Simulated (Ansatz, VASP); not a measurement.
Two plane-wave programs on ZnS

The input INCAR:

```
PREC = Accurate
ENCUT = 520
EDIFF = 1E-6
ISMEAR = -1
SIGMA = 0.02
LREAL = F
LASPH = T
NELM = 60
ALGO = Normal
ISIF = 2
LWAVE = F
LCHARG = F
GGA = PE
NBANDS = 26
```

File KPOINTS:

```
Automatic mesh
0
Gamma
  12 12 4
```

POSCAR

```
ZnS
1.0
    3.6912873310      0.0000000000      0.0000000000
   -1.8456436655      3.1967486013      0.0000000000
    0.0000000000      0.0000000000      6.0566733178
Zn S
2 2
Direct
    0.3333333333      0.6666666667      0.0006289791
    0.6666666667      0.3333333333      0.5006289791
    0.3333333333      0.6666666667      0.3743710209
    0.6666666667      0.3333333333      0.8743710209
```

Input for Ansatz:

```yaml
crystal:
  lattice:
    - [3.691287331, 0.0, 0.0]
    - [-1.8456436655, 3.1967486013, 0.0]
    - [0.0, 0.0, 6.0566733178]
  atoms:
    - { symbol: Zn, position: [0.3333333333, 0.6666666667, 0.0006289791] }
    - { symbol: Zn, position: [0.6666666667, 0.3333333333, 0.5006289791] }
    - { symbol: S, position: [0.3333333333, 0.6666666667, 0.3743710209] }
    - { symbol: S, position: [0.6666666667, 0.3333333333, 0.8743710209] }
kpoints:
  mp_grid: { grid: [12, 12, 4] }
  band_path:
    path:
      - [0.0, 0.0, 0.0]
      - [0.5, 0.0, 0.0]
      - [0.3333333333, 0.3333333333, 0.0]
      - [0.0, 0.0, 0.5]
      - [0.5, 0.0, 0.5]
      - [0.3333333333, 0.3333333333, 0.5]
    npoints: 1
hamiltonian:
  xc: pbe
scf:
  occupations: { method: fermi_dirac, width: 0.02 }
  n_extra_bands: 5
output:
  forces: true
  stress: true
  eigenvalues: true
```

Change from the starting cell: hydrostatic strain -3.0%.

Alike in both runs: task single point; functional PBE; k mesh 12 × 12 × 4; occupations fermi-dirac, width 0.02 eV; no spin polarisation.

|  | VASP | Ansatz |
| --- | --- | --- |
| version | VASP 6.6.1 | Ansatz 0.2.0 |
| potentials or method | VASP PAW PBE potentials, release 64 (Zn, S) | plane waves, PAW |
| plane-wave cutoff (eV) | 520 | 420 |
| valence electrons in the cell | 36 | 36 |

```csv
,VASP,Ansatz,Ansatz less VASP
gap on the k mesh at the Fermi level (eV),2.64,2.63,-0.012
pressure (GPa),11.3,11.0,-0.23
"traceless stress, the component that is largest in VASP (GPa)",0.30,0.30,-0.004
```

The functional is the same, so the differences come from potentials, cutoffs and numerics.
